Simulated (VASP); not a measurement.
A run of VASP 6.6.1:

Contents of INCAR:

```
PREC = Accurate
ENCUT = 520
EDIFF = 1E-6
ISMEAR = 0
SIGMA = 0.15
LREAL = F
LASPH = T
NELM = 60
ALGO = Fast
ISIF = 2
LWAVE = F
LCHARG = F
GGA = CA
NBANDS = 11
```

File KPOINTS:

```
regular mesh
0
Gamma
  22 22 22
```

The input POSCAR:

```
Pt
1.0
   -1.3270555408      1.5364750802      1.5364750802
    1.5364750802     -1.3270555408      1.5364750802
    1.5364750802      1.5364750802     -1.3270555408
Pt
1
Direct
    0.0000000000      0.0000000000      0.0000000000
```

Potentials or basis: VASP PAW LDA potentials, release 64 (Pt).

Run with:

```sh
$ cat potpaw_LDA.64/Pt/POTCAR > POTCAR
$ mpirun -np 1 vasp_std > vasp.out
```

Hardware: 1 thread of Intel(R) Xeon(R) 6975P-C (Granite Rapids) (shared host).

Problem. Estimate the wall time of this run.

Solution. Wall time 53 s on 1 thread of Intel(R) Xeon(R) 6975P-C (Granite Rapids), on a shared host, peak memory 0.26 GiB. Counts: scf iterations 13, k points 1024.
